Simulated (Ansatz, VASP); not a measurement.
**One calculation of CdTe, two programs**

File INCAR:

```
SYSTEM = CdTe
PREC = Accurate
ENCUT = 520
EDIFF = 1E-6
ISMEAR = 0
SIGMA = 0.05
LREAL = .FALSE.
LASPH = .TRUE.
NELM = 80
ALGO = Normal
ISIF = 2
LWAVE = .FALSE.
LCHARG = .TRUE.
LELF = .TRUE.
LVHAR = .TRUE.
NBANDS = 16
```

The input KPOINTS:

```
Automatic mesh
0
G
  8 8 8
  0 0 0
```

The input POSCAR:

```
CdTe
1.0
    0.0000000000      3.3202165066      3.0637782658
    3.0637782658      0.0000000000      3.0637782658
    3.0637782658      3.3202165066      0.0000000000
Cd Te
1 1
Direct
    0.0000000000      0.0000000000      0.0000000000
    0.7500000000      0.7500000000      0.7500000000
```

Input for Ansatz:

```yaml
crystal:
  lattice:
    - [0.0, 3.3202165066, 3.0637782658]
    - [3.0637782658, 0.0, 3.0637782658]
    - [3.0637782658, 3.3202165066, 0.0]
  atoms:
    - { symbol: Cd, position: [0.0, 0.0, 0.0] }
    - { symbol: Te, position: [0.75, 0.75, 0.75] }
basis:
  ecutwfc: 420
kpoints:
  mp_grid: { grid: [8, 8, 8] }
hamiltonian:
  xc: lda
  pseudopotentials: { kind: paw }
scf:
  occupations: { method: gaussian, width: 0.05 }
output:
  forces: true
  stress: true
  eigenvalues: true
```

Alike in both runs: task single point; functional LDA; k mesh 8 × 8 × 8; occupations gaussian, width 0.05 eV; no spin polarisation.

```csv
,VASP,Ansatz
version,VASP 6.6.1,Ansatz 0.2.0
potentials or method,"VASP PAW LDA potentials, release 64 (Cd, Te), cutoff 520 eV","scalar-relativistic, plane waves, PAW"
valence electrons in the cell,18,36
```

```csv
,VASP,Ansatz,Ansatz less VASP
gap on the k mesh at the Fermi level (eV),0.69,0.65,-0.046
least direct gap on the mesh (eV),0.69,0.65,-0.046
pressure (GPa),3.0,2.7,-0.34
"traceless stress, the component that is largest in VASP (GPa)",-1.03,-1.05,-0.015
```

LDA's correlation is that of Perdew and Zunger in VASP and of Perdew and Wang (1992) in Ansatz. VASP's potentials hold 18 valence electrons a cell and Ansatz's 36, so a difference there can come from the potentials and not from the codes.

Neither program's run includes spin-orbit coupling.
